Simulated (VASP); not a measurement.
Wanted: the native input for a VASP 6.6.1 run.

| Property | Result |
| --- | --- |
| Task | single point |
| Functional | PBE |
| Potentials or basis | VASP PAW PBE potentials, release 64 (Mg, Ti_sv, N) |
| Cutoff | 520 eV |
| k mesh | 8 × 8 × 8 |
| Occupations | gaussian, width 0.1 eV |
| Spin | collinear spin |
| Starting moments | [0.0, 0.0, 0.0, 0.0, 2.51, 0.17] μB |
| Dipole correction | no |
| Further INCAR settings | ALGO = Normal; EDIFF = 1e-06; NBANDS = 26 |

The structure of Mg4TiN lies in POSCAR:

```
Mg4TiN
1.0
    0.0000000000      4.3526288944      4.3526288944
    4.3526288944      0.0000000000      4.3526288944
    4.3526288944      4.3526288944      0.0000000000
Mg Ti N
4 1 1
Direct
    0.6208662506      0.1374012483      0.6208662506
    0.6208662506      0.6208662506      0.6208662506
    0.1374012483      0.6208662506      0.6208662506
    0.6208662506      0.6208662506      0.1374012483
    0.2500000000      0.2500000000      0.2500000000
    0.7500000000      0.7500000000      0.7500000000
```

The cell was generated, and may not be a known phase.

One way to write it, as run:

INCAR

```
  PREC = Accurate
  ENCUT = 520
  EDIFF = 1E-6
  ISMEAR = 0
  SIGMA = 0.1
  LREAL = False
  LASPH = True
  NELM = 150
  ALGO = Normal
  ISIF = 2
  LWAVE = False
  LCHARG = False
  ISPIN = 2
  MAGMOM = 0 0 0 0 2.51 0.17
  LORBIT = 11
  LMAXMIX = 4
  GGA = PE
  NBANDS = 26
```

KPOINTS

```
regular mesh
0
Gamma
  8 8 8
```

Potentials or basis: VASP PAW PBE potentials, release 64 (Mg, Ti_sv, N).

Run with:

```bash
$ cat potpaw_PBE.64/Mg/POTCAR potpaw_PBE.64/Ti_sv/POTCAR potpaw_PBE.64/N/POTCAR > POTCAR
$ mpirun -np 1 vasp_std > vasp.out
```

It gave:

```
Pressure                                              : -0.6 GPa
Largest force                                         : 0.218 eV/Å
Net moment                                            : 0.02 μB per cell
Site moments                                          : Mg +0.01; Ti -0.09; N +0.01 μB
Valence electrons inside the program's atomic spheres : Mg 0.39; Ti 9.99; N 3.74
```

It took 29 min on 1 thread of Intel(R) Xeon(R) Platinum 8259CL CPU @ 2.50GHz (Skylake/Cascade Lake), on a shared host, peak memory 0.54 GiB.
